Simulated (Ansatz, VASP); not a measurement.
## One calculation of Pt, two programs

```xyz
1
Lattice="-1.5597 1.5597 1.5597 1.5597 -1.5597 1.5597 1.5597 1.5597 -1.5597" Properties=species:S:1:pos:R:3 pbc="T T T"
Pt    0.0000    0.0000    0.0000
```

Alike in both runs: task single point; functional PBEsol; k mesh 7 × 7 × 7; no spin polarisation.

|  | VASP | Ansatz |
| --- | --- | --- |
| version | VASP 6.6.1 | Ansatz 0.2.0 |
| potentials or method | VASP PAW PBE potentials, release 64 (Pt), cutoff 500 eV | plane waves, PAW |
| occupations | fermi-dirac, width 0.1 eV | fermi-dirac |
| valence electrons in the cell | 10 | 18 |

|  | VASP | Ansatz | Ansatz less VASP |
| --- | --- | --- | --- |
| pressure (GPa) | -0.6 | -0.2 | +0.38 |

VASP's potentials were made for PBE, not for PBEsol. VASP's potentials hold 10 valence electrons a cell and Ansatz's 18, so a difference there can come from the potentials and not from the codes.

The k mesh is coarse, so the values compare programs but aren't converged. Neither program's run includes spin-orbit coupling.
